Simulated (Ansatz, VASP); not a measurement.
**Ge3Pd: VASP beside Ansatz**

```
CELL_PARAMETERS angstrom
4.15022 0.00000 0.00000
0.00000 4.15022 0.00000
0.00000 0.00000 4.10934
ATOMIC_POSITIONS crystal
Ge 0.00000 0.50000 0.50000
Ge 0.50000 0.00000 0.50000
Ge 0.50000 0.50000 0.00000
Pd 0.00000 0.00000 0.00000
```

Alike in both runs: functional PBE; k mesh 4 × 4 × 4; occupations gaussian, width 0.1 eV; no spin polarisation.

Ansatz relaxed the structure, and its values are those at the end. VASP's run is a single point on that final structure, the one shown.

|  | VASP | Ansatz |
| --- | --- | --- |
| version | VASP 6.6.1 | Ansatz 0.2.0 |
| potentials or method | VASP PAW PBE potentials, release 64 (Ge_d, Pd), cutoff 520 eV | scalar-relativistic, plane waves, PAW |
| valence electrons in the cell | 52 | 60 |

```csv
,VASP,Ansatz,Ansatz less VASP
gap on the k mesh at the Fermi level (eV),none,none,-
pressure (GPa),0.1,0.1,-0.05
```

A gap of «none» marks a metal or a gap that the smearing closes. VASP's potentials hold 52 valence electrons a cell and Ansatz's 60, so a difference there can come from the potentials and not from the codes.

The k mesh is coarse, so the values compare programs but aren't converged.
